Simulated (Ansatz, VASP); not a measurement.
# SrTiO3: VASP beside Ansatz

```
Sr Ti O
1.0
     3.89664    0.00000    0.00000
     0.00000    3.89664    0.00000
     0.00000    0.00000    3.89664
Sr Ti O
1 1 3
Direct
  0.50000 0.50000 0.50000
  0.00000 0.00000 0.00000
  0.50000 0.00000 0.00000
  0.00000 0.50000 0.00000
  0.00000 0.00000 0.50000
```

Alike in both runs: task single point; functional PBE; k mesh 8 × 8 × 8; occupations gaussian, width 0.02 eV; no spin polarisation.

```csv
,VASP,Ansatz
version,VASP 6.6.1,Ansatz 0.2.0
potentials or method,"VASP PAW PBE potentials, release 64 (Sr_sv, Ti_sv, O), cutoff 520 eV","scalar-relativistic, plane waves, PAW"
valence electrons in the cell,40,40
```

Ansatz gave:

- gap on the k mesh at the Fermi level (eV): 1.90
- least direct gap on the mesh (eV): 2.24
- pressure (GPa): 5.6

Problem. Estimate VASP's values.

Solution. gap on the k mesh at the Fermi level (eV): 1.87; least direct gap on the mesh (eV): 2.22; pressure (GPa): 6.2.
